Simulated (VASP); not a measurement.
Write the native input for VASP 6.6.1 that does the following.

```yaml
Task: single point
Functional: PBE
Potentials_or_basis: VASP PAW PBE potentials, release 64 (Ba_sv, S)
Cutoff: 500 eV
k_mesh: 6 × 6 × 6
Occupations: fermi-dirac, width 0.02 eV
Spin: no spin polarisation
Dipole_correction: no
Further_INCAR_settings: ALGO = Normal; EDIFF = 1e-06; NBANDS = 15
```

The structure of BaS lies in POSCAR:

```
BaS
1.0
    0.0000000000      3.4391691825      3.6540279708
    3.4391691825      0.0000000000      3.6540279708
    3.4391691825      3.4391691825      0.0000000000
Ba S
1 1
Direct
    0.0000000000      0.0000000000      0.0000000000
    0.2500000000      0.2500000000      0.2500000000
```

This cell differs from its parent crystal: epitaxial xy strain -2.3%.

One way to write it, as run:

INCAR

```
SYSTEM = BaS
PREC = Accurate
ENCUT = 500
EDIFF = 1E-6
ISMEAR = -1
SIGMA = 0.02
LREAL = .False.
LASPH = .True.
NELM = 120
ALGO = Normal
ISIF = 2
LWAVE = .False.
LCHARG = .True.
GGA = PE
LELF = .True.
LVHAR = .True.
NBANDS = 15
GGA_COMPAT = .False.
```

KPOINTS

```
Automatic mesh
0
Gamma
  6 6 6
  0 0 0
```

Potentials or basis: VASP PAW PBE potentials, release 64 (Ba_sv, S).

Command:

```console
$ cat potpaw_PBE.64/Ba_sv/POTCAR potpaw_PBE.64/S/POTCAR > POTCAR
$ mpirun -np 1 vasp_std > vasp.out
```

It gave:

- Pressure: 0.6 GPa
- Band gap on the k mesh: 2.74 eV (least direct gap 3.32 eV)

Caveat: the cell differs from its parent crystal (epitaxial xy strain -2.3%); the structure was generated, so it needn't be the stable form of BaS; spin-orbit coupling is left out, which moves the levels of the heavy elements.

Wall time 25 s on 1 thread of Intel(R) Xeon(R) Platinum 8488C (Sapphire Rapids), with other jobs on the host, peak memory 0.24 GiB.
